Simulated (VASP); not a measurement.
A run of VASP 6.6.1:

Contents of INCAR:

```
SYSTEM = TcPt
ALGO = Normal ; EDIFF = 1E-7
EDIFFG = -0.03 ; ENCUT = 600
GGA = CA ; IBRION = 2
ISIF = 3 ; ISMEAR = -1
LASPH = .TRUE. ; LCHARG = .FALSE.
LREAL = .FALSE. ; LWAVE = .FALSE.
NELM = 100 ; NSW = 80
PREC = Accurate ; SIGMA = 0.05
```

File KPOINTS:

```
k-points
0
G
  19 19 11
  0 0 0
```

File POSCAR:

```
TcPt
1.0
    2.7827060000      0.0000000000      0.0000000000
   -1.3913530000      2.4098940873      0.0000000000
    0.0000000000      0.0000000000      4.4858650000
Tc Pt
1 1
Direct
    0.6666666667      0.3333333333      0.0000000000
    0.0000000000      0.0000000000      0.5000000000
```

Potentials or basis: VASP PAW LDA potentials, release 64 (Tc_pv, Pt).

The run is started by

```bash
$ cat potpaw_LDA.64/Tc_pv/POTCAR potpaw_LDA.64/Pt/POTCAR > POTCAR
$ mpirun -np 1 vasp_std > vasp.out
```

Hardware: 1 thread of AMD EPYC 7R13 (shared host).

How long does it take, and how much memory?

Wall time 18 min on 1 thread of AMD EPYC 7R13, with other jobs on the host, peak memory 0.25 GiB. Counts: scf iterations 71, k points 240, ion steps 8.
